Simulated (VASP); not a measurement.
Runs of VASP 6.6.1 on AlN. The structure is that of space group Cm (No. 8), or close to it. The cells are those of the table. 

```tsv
cell	gap on the mesh (eV)	pressure (GPa)	largest force (eV/Å)
a = 3.130, b = 3.130, c = 11.006 Å, angles 69.2, 69.2, 60.0°, 8 atoms	3.47	-1.2	1.48
a = 3.130, b = 3.130, c = 10.127 Å, angles 83.3, 83.3, 60.0°, 8 atoms	2.74	-1.0	1.44
a = 3.130, b = 3.130, c = 11.199 Å, angles 67.4, 67.4, 60.0°, 8 atoms	3.84	-0.6	0.90
a = 3.130, b = 3.130, c = 10.522 Å, angles 74.9, 74.9, 60.0°, 8 atoms	3.06	-1.6	(a)
a = 3.130, b = 3.130, c = 10.396 Å, angles 76.9, 76.9, 60.0°, 8 atoms	3.02	-1.5	1.28
a = 3.130, b = 3.130, c = 10.828 Å, angles 71.0, 71.0, 60.0°, 8 atoms	3.02	-1.6	1.73
a = 3.130, b = 3.130, c = 10.287 Å, angles 79.0, 79.0, 60.0°, 8 atoms	(b)	(d)	1.27
a = 3.130, b = 3.130, c = 10.046 Å, angles 87.8, 87.8, 60.0°, 8 atoms	3.76	-0.6	0.94
a = 3.130, b = 3.130, c = 10.077 Å, angles 85.5, 85.5, 60.0°, 8 atoms	(c)	-1.0	1.68
```

Alike in all rows: task single point; level PBE; potentials or basis VASP PAW PBE potentials, release 64 (Al, N); no spin polarisation; k mesh 8 × 8 × 3; cutoff (eV) 520; smearing gaussian 0.05 eV.

**Question.** Fill in the values left out.

**Answer.** (a) 1.76; (b) 2.69; (c) 3.23; (d) -1.1.

Caveats: forces of over 1 eV/Å act on the atoms, so gaps and moduli don't describe the material at rest (some runs).

A k mesh can miss the band edges.
